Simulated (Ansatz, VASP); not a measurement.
**Two plane-wave programs on WS2**

```
S W
1.0
     3.15300    0.00000    0.00000
    -1.57650    2.73058    0.00000
     0.00000    0.00000   30.08400
S W
2 1
Direct
  0.66667 0.33333 0.29939
  0.66667 0.33333 0.40338
  0.33333 0.66667 0.35138
```

Alike in both runs: functional PBEsol; k mesh 12 × 12 × 1; occupations gaussian, width 0.02 eV; no spin polarisation.

Ansatz relaxed the structure, and its values are those at the end. VASP's run is a single point on that final structure, the one shown.

```csv
,VASP,Ansatz
version,VASP 6.6.1,Ansatz 0.2.0
potentials or method,"VASP PAW PBE potentials, release 64 (S, W_sv)","scalar-relativistic, plane waves, PAW"
plane-wave cutoff (eV),520,420
valence electrons in the cell,26,26
```

|  | VASP | Ansatz | Ansatz less VASP |
| --- | --- | --- | --- |
| gap on the k mesh at the Fermi level (eV) | 1.91 | 1.90 | -0.005 |
| least direct gap on the mesh (eV) | 1.91 | 1.90 | -0.005 |
| rms of the force components (eV/Å) | 0.011 | 0.000 | -0.0104 |

VASP's potentials were made for PBE, not for PBEsol. Ansatz's warnings: slab cell height set.

Spin-orbit coupling is off throughout.
